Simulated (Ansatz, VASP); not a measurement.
TiSn5: VASP beside Ansatz

Contents of INCAR:

```
  PREC = Accurate
  ENCUT = 520
  EDIFF = 1E-6
  ISMEAR = 0
  SIGMA = 0.1
  LREAL = False
  LASPH = True
  NELM = 60
  ALGO = Normal
  ISIF = 2
  LWAVE = False
  LCHARG = False
  GGA = PE
  NBANDS = 50
```

The input KPOINTS:

```
regular mesh
0
Gamma
  3 3 3
```

POSCAR

```
TiSn5
1.0
    3.1831504300      1.8377927600      4.7774990300
   -3.1831504300      1.8377927600      4.7774990300
    0.0000000000     -3.6755855200      4.7774990300
Ti Sn
1 5
Direct
    0.0000000000      0.0000000000      0.0000000000
    0.7512568900      0.7512568900      0.7512568900
    0.2487431100      0.2487431100      0.2487431100
    0.8825835000      0.8825835000      0.8825835000
    0.1174165000      0.1174165000      0.1174165000
    0.5000000000      0.5000000000      0.5000000000
```

Input for Ansatz:

```yaml
crystal:
  lattice:
    - [3.18315043, 1.83779276, 4.77749903]
    - [-3.18315043, 1.83779276, 4.77749903]
    - [0.0, -3.67558552, 4.77749903]
  atoms:
    - { symbol: Ti, position: [0.0, 0.0, 0.0] }
    - { symbol: Sn, position: [0.75125689, 0.75125689, 0.75125689] }
    - { symbol: Sn, position: [0.24874311, 0.24874311, 0.24874311] }
    - { symbol: Sn, position: [0.8825835, 0.8825835, 0.8825835] }
    - { symbol: Sn, position: [0.1174165, 0.1174165, 0.1174165] }
    - { symbol: Sn, position: [0.5, 0.5, 0.5] }
basis:
  ecutwfc: 420
kpoints:
  mp_grid: { grid: [3, 3, 3] }
hamiltonian:
  xc: pbe
scf:
  occupations: { method: gaussian, width: 0.1 }
  lower_state_search: "off"
output:
  forces: true
  stress: true
  eigenvalues: true
```

Alike in both runs: task single point; functional PBE; k mesh 3 × 3 × 3; occupations gaussian, width 0.1 eV; no spin polarisation.

|  | VASP | Ansatz |
| --- | --- | --- |
| version | VASP 6.6.1 | Ansatz 0.2.0 |
| potentials or method | VASP PAW PBE potentials, release 64 (Ti_sv, Sn_d), cutoff 520 eV | scalar-relativistic, plane waves, PAW |
| valence electrons in the cell | 82 | 82 |

VASP gave:

* gap on the k mesh at the Fermi level (eV): none
* rms of the force components (eV/Å): 11.730

**Question.** Estimate Ansatz's values.

**Answer.** gap on the k mesh at the Fermi level (eV): none; rms of the force components (eV/Å): 12.456.

Atom by atom the forces differ by 3.070 eV/Å (rms over components). A gap of «none» marks a metal or a gap that the smearing closes.

The k mesh is coarse, so the values compare programs but aren't converged.
